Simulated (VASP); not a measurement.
# BeS (F-43m) in VASP: further runs

BeS is run at these levels: PBEsol; tasks: single point.

Program: VASP 6.6.1. These are calculated values, not measurements. Logs are shortened: lines on timing, memory, paths and dates and some standing lists are left out, and cuts for length are marked.

## 1. The cell of the first run

The structure is cubic, space group F-43m (No. 216). Conventional cell: a = 5.281 Å, b = 5.281 Å, c = 5.281 Å, α = 90.00°, β = 90.00°, γ = 90.00°. Be (site symmetry -43m) has 4 S at 2.29 Å within 3.0 Å. Within 3.0 Å of S (site symmetry -43m) lie 4 Be at 2.29 Å.

## 2. Single point, PBEsol (Te replaced by S, lengths x 0.915, strained)

Input file INCAR:

```
ALGO = Normal
EDIFF = 1E-6
ENCUT = 600
GGA = PS
GGA_COMPAT = F
ISIF = 2
ISMEAR = 0
LASPH = T
LCHARG = F
LREAL = F
LWAVE = F
NBANDS = 11
NELM = 120
PREC = Accurate
SIGMA = 0.1
```

Input file KPOINTS:

```
k-points
0
Gamma
  6 6 6
```

Input file POSCAR:

```
BeS
1.0
    0.0000000000      2.6403363000      2.6403363000
    2.6403363000      0.0000000000      2.6403363000
    2.6403363000      2.6403363000      0.0000000000
Be S
1 1
Direct
    0.0000000000      0.0000000000      0.0000000000
    0.7500000000      0.7500000000      0.7500000000
```

Potentials or basis: VASP PAW PBE potentials, release 64 (Be, S).

The run is started by

```
cat potpaw_PBE.64/Be/POTCAR potpaw_PBE.64/S/POTCAR > POTCAR
mpirun -np 1 vasp_std > vasp.out
```

OUTCAR:

```text
EDIFF = 1E-6
   ENCUT = 600
   GGA = PS
   ISIF = 2
   ISMEAR = 0
   LASPH = T
   LREAL = F
   NELM = 120
   PREC = Accurate

 ion  position               nearest neighbor table
   1  0.000  0.000  0.000-   2 2.29   2 2.29   2 2.29   2 2.29
   2  0.750  0.750  0.750-   1 2.29   1 2.29   1 2.29   1 2.29

  LATTYP: Found a face centered cubic cell.
 ALAT       =     5.2806726000

  Lattice vectors:

 A1 = (   0.0000000000,   2.6403363000,   2.6403363000)
 A2 = (   2.6403363000,   0.0000000000,   2.6403363000)
 A3 = (   2.6403363000,   2.6403363000,   0.0000000000)

Analysis of symmetry for initial positions (statically):
=====================================================================
 Subroutine PRICEL returns:
 Original cell was already a primitive cell.

 Routine SETGRP: Setting up the symmetry group for a
 face centered cubic supercell.

 Subroutine GETGRP returns: Found 24 space group operations
 (whereof 24 operations were pure point group operations)
 out of a pool of 48 trial point group operations.

The static configuration has the point symmetry T_d .

Analysis of symmetry for dynamics (positions and initial velocities):
=====================================================================
 Subroutine PRICEL returns:
 Original cell was already a primitive cell.

 Routine SETGRP: Setting up the symmetry group for a
 face centered cubic supercell.

 Subroutine GETGRP returns: Found 24 space group operations
 (whereof 24 operations were pure point group operations)
 out of a pool of 48 trial point group operations.

The dynamic configuration has the point symmetry T_d .

 Subroutine INISYM returns: Found 24 space group operations
 (whereof 24 operations are pure point group operations),
 and found     1 'primitive' translations

----------------------------------------------------------------------------------------

                                     Primitive cell

  volume of cell :      36.8136

  direct lattice vectors                    reciprocal lattice vectors
     0.000000000  2.640336300  2.640336300    -0.189369816  0.189369816  0.189369816
     2.640336300  0.000000000  2.640336300     0.189369816 -0.189369816  0.189369816
     2.640336300  2.640336300  0.000000000     0.189369816  0.189369816 -0.189369816

  length of vectors
     3.733999405  3.733999405  3.733999405     0.327998143  0.327998143  0.327998143

  position of ions in fractional coordinates (direct lattice)
     0.000000000  0.000000000  0.000000000
     0.750000000  0.750000000  0.750000000

  ion indices of the primitive-cell ions
   primitive index   ion index
                 1           1
                 2           2

----------------------------------------------------------------------------------------

 KPOINTS: k-points

Automatic generation of k-mesh.
 Grid dimensions read from file:
 generate k-points for:    6    6    6

 Generating k-lattice:

  Cartesian coordinates                     Fractional coordinates (reciprocal lattice)
    -0.031561636  0.031561636  0.031561636     0.166666667  0.000000000  0.000000000
     0.031561636 -0.031561636  0.031561636     0.000000000  0.166666667  0.000000000
     0.031561636  0.031561636 -0.031561636     0.000000000  0.000000000  0.166666667

  Length of vectors
     0.054666357  0.054666357  0.054666357

  Shift w.r.t. Gamma in fractional coordinates (k-lattice)
     0.000000000  0.000000000  0.000000000

 Subroutine IBZKPT returns following result:
 ===========================================

 Found     16 irreducible k-points:

 Following reciprocal coordinates:
            Coordinates               Weight
  0.000000  0.000000  0.000000      1.000000
  0.166667  0.000000  0.000000      8.000000
  0.333333  0.000000  0.000000      8.000000
  0.500000  0.000000  0.000000      4.000000
  0.166667  0.166667  0.000000      6.000000
  0.333333  0.166667  0.000000     24.000000
[... 8 lines left out ...]
 -0.333333  0.333333  0.166667     24.000000
 -0.333333  0.500000  0.166667     12.000000
   k-points           NKPTS =     16   k-points in BZ     NKDIM =     16   number of bands    NBANDS=     11
   number of dos      NEDOS =    301   number of ions     NIONS =      2
   total plane-waves  NPLWV =  27000
   dimension x,y,z NGX =    30 NGY =   30 NGZ =   30
   dimension x,y,z NGXF=    60 NGYF=   60 NGZF=   60
   ions per type =               1   1
   NGX,Y,Z   is equivalent  to a cutoff of  13.36, 13.36, 13.36 a.u.
   NGXF,Y,Z  is equivalent  to a cutoff of  26.71, 26.71, 26.71 a.u.
 SYSTEM =  unknown system
   PREC   = accura    normal or accurate (medium, high low for compatibility)
   ISTART =      0    job   : 0-new  1-cont  2-samecut
   ICHARG =      2    charge: 1-file 2-atom 10-const
   ISPIN  =      1    spin polarized calculation?
   LNONCOLLINEAR =      F non collinear calculations
   LSORBIT =      F    spin-orbit coupling
   LASPH  =      T    aspherical Exc in radial PAW
   ENCUT  =  600.0 eV  44.10 Ry    6.64 a.u.   7.46  7.46  7.46*2*pi/ulx,y,z
   NELM   =    120;   NELMIN=  2; NELMDL= -5     # of ELM steps
   EDIFF  = 0.1E-05   stopping-criterion for ELM
   LREAL  =      F    real-space projection
   EDIFFG = 0.1E-04   stopping-criterion for IOM
   NSW    =      0    number of steps for IOM
   IBRION =     -1    ionic relax: 0-MD 1-quasi-New 2-CG
   NFREE  =      0    steps in history (QN), initial steepest desc. (CG)
   ISIF   =      2    stress and relaxation
   ISYM   =      2    0-nonsym 1-usesym 2-fastsym
   POTIM  = 0.5000    time-step for ionic-motion
   TEBEG  =    0.0;   TEEND  =   0.0 temperature during run
   PSTRESS=    0.0 pullay stress
   NELECT =       8.0000    total number of electrons
   NUPDOWN=      -1.0000    fix difference up-down
   EMIN   =  10.00;   EMAX   =-10.00  energy-range for DOS
   EFERMI =   0.00;   METHOD = LEGACY
   ISMEAR =     0;   SIGMA  =   0.10  broadening in eV -4-tet -1-fermi 0-gaus
   EFERMI_NEDOS =   21; number of points for ismear=-14 and -15
   IALGO  =     38    algorithm
   IMIX   =      4    mixing-type and parameters
     AMIX     =   0.40;   BMIX     =  1.00
     AMIX_MAG =   1.60;   BMIX_MAG =  1.00
  volume/ion in A,a.u.               =      18.41       124.22
  Fermi-wavevector in a.u.,A,eV,Ry     =   0.984243  1.859949 13.180425  0.968734
  Thomas-Fermi vector in A             =   2.115461
   LORBIT       =      0    0 simple, 1 ext, 2 COOP (PROOUT), +10 PAW based schemes
   GGA     = PS    functional components
   LHFCALC =     F    Hartree Fock is set to
   AEXX    =    0.0000 exact exchange contribution
   IVDW    =     0    specifies the selected vdW correction
   LEPSILON=     F    determine dielectric tensor
   LRPA    =     F    only Hartree local field effects (RPA)
 non-spin polarized calculation
 Gauss-broadening in eV      SIGMA  =   0.10
  energy-cutoff  :      600.00
  volume of cell :       36.81
 maximum number of plane-waves:      1247
 NGX is ok and might be reduce to    30
   NGX = 15   NGY = 15   NGZ = 15

 number of electron       7.9999999 magnetization

 Free energy of the ion-electron system (eV)
  ---------------------------------------------------
  ext. energy  EPLUGINS =         0.00000000
  ---------------------------------------------------
  free energy    TOTEN  =       -10.06417947 eV

  energy without entropy =      -10.06417947  energy(sigma->0) =      -10.06417947

 E-fermi :   2.2545     XC(G=0):  -8.8948

 val. band max:        1.8277726058   @ k =   0.0000   0.0000   0.0000
 cond. band min:       5.1838341193   @ k =   0.5000   0.5000   0.0000
 fundamental gap:      3.3560615135
 Fermi energy:         2.2544848362

 k-point     1 :       0.0000    0.0000    0.0000
  band No.  band energies     occupation
      1     -10.4202      2.00000
      2       1.8278      2.00000
      3       1.8278      2.00000
      4       1.8278      2.00000
      5       5.6195      0.00000
      6       7.4158      0.00000
      7       7.4158      0.00000
      8       7.4158      0.00000
      9      14.0656      0.00000
     10      14.0656      0.00000
     11      14.5865      0.00000

 k-point     2 :       0.1667    0.0000    0.0000
  band No.  band energies     occupation
      1     -10.2072      2.00000
      2       0.3107      2.00000
      3       1.6056      2.00000
      4       1.6056      2.00000
      5       6.3094      0.00000
      6       7.8304      0.00000
      7       7.8304      0.00000
      8       8.2338      0.00000
      9      13.2509      0.00000
     10      13.2509      0.00000
     11      14.8078      0.00000

 k-point     3 :       0.3333    0.0000    0.0000
  band No.  band energies     occupation
      1      -9.7052      2.00000
      2      -1.7149      2.00000
      3       1.2416      2.00000
      4       1.2416      2.00000
      5       6.3335      0.00000
      6       8.2354      0.00000
      7       8.2354      0.00000
      8      10.3769      0.00000
      9      13.7205      0.00000
     10      13.7205      0.00000
     11      14.3776      0.00000

 k-point     4 :       0.5000    0.0000    0.0000
  band No.  band energies     occupation
      1      -9.3976      2.00000
      2      -2.5854      2.00000
      3       1.0875      2.00000
      4       1.0875      2.00000
      5       6.2666      0.00000
      6       8.2251      0.00000
      7       8.2251      0.00000
      8      11.4571      0.00000
      9      14.8406      0.00000
     10      15.5230      0.00000
     11      15.5230      0.00000
[... 127 lines left out ...]
 k-point    14 :       0.5000    0.3333    0.1667
  band No.  band energies     occupation
      1      -9.3500      2.00000
      2      -1.6199      2.00000
      3      -0.3584      2.00000
      4       0.4754      2.00000
      5       7.2501      0.00000
      6       8.3090      0.00000
      7       8.6739      0.00000
      8      10.8080      0.00000
      9      12.8861      0.00000
     10      14.7450      0.00000
     11      16.4641      0.00000

 k-point    15 :      -0.3333    0.3333    0.1667
  band No.  band energies     occupation
      1      -9.1345      2.00000
      2      -1.8933      2.00000
      3      -0.7498      2.00000
      4       0.1427      2.00000
      5       7.7264      0.00000
      6       8.0910      0.00000
      7       9.8367      0.00000
      8      11.0582      0.00000
      9      11.8340      0.00000
     10      15.3615      0.00000
     11      16.1684      0.00000

 k-point    16 :      -0.3333    0.5000    0.1667
  band No.  band energies     occupation
      1      -9.0428      2.00000
      2      -1.7756      2.00000
      3      -0.6631      2.00000
      4      -0.4324      2.00000
      5       6.7653      0.00000
      6       8.0580      0.00000
      7      10.4529      0.00000
      8      11.0112      0.00000
      9      13.7004      0.00000
     10      14.8943      0.00000
     11      17.0177      0.00000

------------------------ aborting loop because EDIFF is reached ----------------------------------------

  FORCE on cell =-STRESS in cart. coord.  units (eV):
  Direction    XX          YY          ZZ          XY          YZ          ZX
  --------------------------------------------------------------------------------------
  -------------------------------------------------------------------------------------
  Total       -3.5223463     -3.5223463     -3.5223463      0.0000000      0.0000000      0.0000000
  in kB     -153.2974382   -153.2974382   -153.2974382      0.0000000      0.0000000      0.0000000
  external PRESSURE =    -153.2974382 kB  Pullay stress =       0.0000000 kB

 VOLUME and BASIS-vectors are now :
 -----------------------------------------------------------------------------
  energy-cutoff  :      600.00
  volume of cell :       36.81
      direct lattice vectors                 reciprocal lattice vectors
     0.000000000  2.640336300  2.640336300    -0.189369816  0.189369816  0.189369816
     2.640336300  0.000000000  2.640336300     0.189369816 -0.189369816  0.189369816
     2.640336300  2.640336300  0.000000000     0.189369816  0.189369816 -0.189369816

 POSITION                                       TOTAL-FORCE (eV/Angst)
 -----------------------------------------------------------------------------------
      0.00000      0.00000      0.00000         0.000000      0.000000      0.000000
      3.96050      3.96050      3.96050        -0.000000     -0.000000     -0.000000
 -----------------------------------------------------------------------------------
    total drift:                               -0.000000     -0.000000     -0.000000

  FREE ENERGIE OF THE ION-ELECTRON SYSTEM (eV)
  ---------------------------------------------------
  free  energy   TOTEN  =       -10.0641794717 eV

  energy  without entropy=      -10.0641794717  energy(sigma->0) =      -10.06417947
```

It took 15 s on 1 thread of Intel Xeon 8259CL, shared host; peak memory 0.16 GiB.

What came out:

| Quantity | Value |
| --- | --- |
| Free energy | -10.0642 eV |
| Pressure | -15.3 GPa |
| Band gap on the k mesh | 3.36 eV, indirect (least direct gap 3.79 eV) |

Levels at points of the mesh, in eV from the valence-band top:
```csv
k point,band 2,band 3,band 4,band 5,band 6,band 7
"(0.00, 0.00, 0.00)",0.00,0.00,0.00,3.79,5.59,5.59
"(0.50, 0.00, 0.00)",-4.41,-0.74,-0.74,4.44,6.40,6.40
"(0.50, 0.50, 0.00)",-3.92,-1.91,-1.91,3.36,4.84,10.73
```

Caveat: the cell differs from its parent crystal (Te replaced by S, lengths x 0.915, strained); the PAW data sets were made with another functional, which shifts forces and pressure a little. A k mesh can miss the band edges.

## 3. Single point, PBEsol (Te replaced by S, lengths x 0.915, strained)

Input file INCAR:

```
PREC = Accurate
ENCUT = 600
EDIFF = 1E-6
ISMEAR = 0
SIGMA = 0.02
LREAL = False
LASPH = True
NELM = 120
ALGO = Normal
ISIF = 2
LWAVE = False
LCHARG = False
GGA = PS
NBANDS = 11
GGA_COMPAT = False
```

Input file KPOINTS:

```
regular mesh
0
Gamma
  8 8 8
```

POSCAR is that of step 2.

Potentials or basis: VASP PAW PBE potentials, release 64 (Be, S).

The run is started by

```
cat potpaw_PBE.64/Be/POTCAR potpaw_PBE.64/S/POTCAR > POTCAR
mpirun -np 1 vasp_std > vasp.out
```

Wall time 22 s (1 thread of Intel Xeon 8259CL, shared host); peak memory 0.16 GiB.

Results (log left out):

```
Free energy            : -10.0658 eV
Pressure               : -15.3 GPa
Band gap on the k mesh : 3.36 eV, indirect (least direct gap 3.79 eV)
```

Levels at points of the mesh, in eV from the valence-band top:
| k point | band 1 | band 2 | band 3 | band 4 | band 5 | band 6 | band 7 | band 8 |
| --- | --- | --- | --- | --- | --- | --- | --- | --- |
| (0.00, 0.00, 0.00) | -12.25 | 0.00 | 0.00 | 0.00 | 3.79 | 5.59 | 5.59 | 5.59 |
| (0.50, 0.00, 0.00) | -11.23 | -4.41 | -0.74 | -0.74 | 4.44 | 6.40 | 6.40 | 9.63 |
| (0.50, 0.50, 0.00) | -10.89 | -3.92 | -1.91 | -1.91 | 3.36 | 4.84 | 10.73 | 10.73 |

Caveat: the cell differs from its parent crystal (Te replaced by S, lengths x 0.915, strained); the PAW data sets were made with another functional, which shifts forces and pressure a little. A k mesh can miss the band edges.
